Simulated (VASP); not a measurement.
Write the native input for VASP 6.6.1 that does the following.

```
Task                   : relaxation of cell and atoms
Functional             : PBE
Potentials or basis    : VASP PAW PBE potentials, release 64 (K_sv, H)
Cutoff                 : 500 eV
k mesh                 : 6 × 6 × 6
Occupations            : gaussian, width 0.1 eV
Spin                   : no spin polarisation
Dipole correction      : no
Further INCAR settings : ALGO = Normal; EDIFF = 1e-07; IBRION = 2; EDIFFG = -0.01; NSW = 100; ISIF = 3
```

The structure of K2H5 lies in POSCAR:

```
K2H5
1.0
    5.8781360962      0.0000000000      0.0000000000
   -2.9390680481      5.0906151862      0.0000000000
    0.0000000000      0.0000000000      7.3868158233
K H
2 5
Direct
    0.3333333333      0.6666666667      0.0000000000
    0.6666666667      0.3333333333      0.0000000000
    0.3333333333      0.6666666667      0.5517858786
    0.6666666667      0.3333333333      0.5517858786
    0.3333333333      0.6666666667      0.4482141214
    0.6666666667      0.3333333333      0.4482141214
    0.0000000000      0.0000000000      0.0000000000
```

The cell was built from a structure type or drawn by symmetry, and may not be a known phase.

These files were run (other wordings do the same):

INCAR

```
ALGO = Normal ; EDIFF = 1E-7
EDIFFG = -0.01 ; ENCUT = 500
GGA = PE ; GGA_COMPAT = False
IBRION = 2 ; ISIF = 3
ISMEAR = 0 ; LASPH = True
LCHARG = False ; LREAL = False
LWAVE = False ; NELM = 120
NELMIN = 4 ; NSW = 100
PREC = Accurate ; SIGMA = 0.1
```

KPOINTS

```
k-points
0
Gamma
  6 6 6
```

Potentials or basis: VASP PAW PBE potentials, release 64 (K_sv, H).

The run is started by

```sh
$ cat potpaw_PBE.64/K_sv/POTCAR potpaw_PBE.64/H/POTCAR > POTCAR
$ mpirun -np 1 vasp_std > vasp.out
```

It gave:

| Item | Value |
| --- | --- |
| Relaxed volume | 30.92 Å³/atom |
| Relaxed cell | a = 5.831 Å, b = 5.831 Å, c = 7.351 Å, α = 90.00°, β = 90.00°, γ = 120.00° |
| Space group after relaxing (to 0.1 Å) | P6/mmm (No. 191) |
| Energy gained by relaxing | 0.1 meV/atom |
| Ionic steps | 8 |
| Pressure after relaxing | 0.0 GPa |
| Band gap on the k mesh | zero (an odd number of electrons rules out a gap without spin polarisation) |

It took 13 min on 1 thread of AMD EPYC 7R13, with other jobs on the host, peak memory 0.37 GiB.
